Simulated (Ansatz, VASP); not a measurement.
**GaN in VASP and in Ansatz**

Contents of POSCAR:

```
GaN
1.0
    5.2303800000      0.0000000000      0.0000000000
   -2.6151900000      4.5296400000      0.0000000000
    0.0000000000      0.0000000000      3.3901000000
Ga N
1 1
Direct
    0.0000000000      0.0000000000      0.5000000000
    0.0000000000      0.0000000000      0.0000000000
```

INCAR.step1

```
SYSTEM = GaN
PREC = Accurate
ENCUT = 600
EDIFF = 1E-5
ISMEAR = -1
SIGMA = 0.05
LREAL = .False.
LASPH = .True.
NELM = 60
ALGO = Normal
LWAVE = .True.
LCHARG = .False.
GGA = PE
NBANDS = 16
```

INCAR.step2

```
SYSTEM = GaN
PREC = Accurate
ENCUT = 600
EDIFF = 1E-7
ISMEAR = -1
SIGMA = 0.05
LREAL = .False.
LASPH = .True.
NELM = 60
ALGO = Normal
ISIF = 3
LWAVE = .False.
LCHARG = .False.
GGA = PE
LHFCALC = .True.
AEXX = 1.0
ALDAC = 0.0
AGGAC = 0.0
PRECFOCK = Normal
IBRION = 2
NSW = 60
EDIFFG = -0.01
ISTART = 1
```

File KPOINTS:

```
Automatic mesh
0
Gamma
  3 3 4
  0 0 0
```

Contents of input:

```
crystal:
  lattice:
    - [5.23038, 0.0, 0.0]
    - [-2.61519, 4.52964, 0.0]
    - [0.0, 0.0, 3.3901]
  atoms:
    - { symbol: Ga, position: [0.0, 0.0, 0.5] }
    - { symbol: "N", position: [0.0, 0.0, 0.0] }
hamiltonian:
  xc: hf
  pseudopotentials: { kind: paw }
kpoints:
  mp_grid: { grid: [3, 3, 4] }
scf:
  occupations: { method: fermi_dirac, width: 0.05 }
output:
  forces: true
  stress: true
  eigenvalues: true
relax:
  f_tol: 0.01
  max_steps: 40
  cell: { stress_tol: 0.05 }
```

Alike in both runs: task relaxation of cell and atoms; functional HF; k mesh 3 × 3 × 4; occupations fermi-dirac, width 0.05 eV; no spin polarisation.

|  | VASP | Ansatz |
| --- | --- | --- |
| version | VASP 6.6.1 | Ansatz 0.2.0 |
| potentials or method | VASP PAW PBE potentials, release 64 (Ga_d, N) | Ansatz PAW |
| plane-wave cutoff (eV) | 600 | 420 |
| valence electrons in the cell | 18 | 18 |

VASP gave:

- gap on the k mesh at the Fermi level, each at its own relaxed structure (eV): 8.67
- relaxed volume (Å³/atom): 39.97
- relaxed cell length with the largest relative difference (Å): 5.231

Task: Estimate Ansatz's values.

Result: gap on the k mesh at the Fermi level, each at its own relaxed structure (eV): 8.78; relaxed volume (Å³/atom): 54.96; relaxed cell length with the largest relative difference (Å): 6.134.

VASP's potentials were made for PBE, not for HF. One of these differences is far larger than is usual between the two programs; its cause wasn't traced.

The k mesh is coarse, so the values compare programs but aren't converged. Noted on Ansatz's run: the volume moved by over 15 % at a fixed basis, so the end points are rough; odd divisions of the mesh miss points on the zone boundary, where band edges often lie, so the gap on the mesh can be too wide; the plane-wave basis is chosen anew once the cell has moved, so the energies of steps on either side of that aren't comparable.
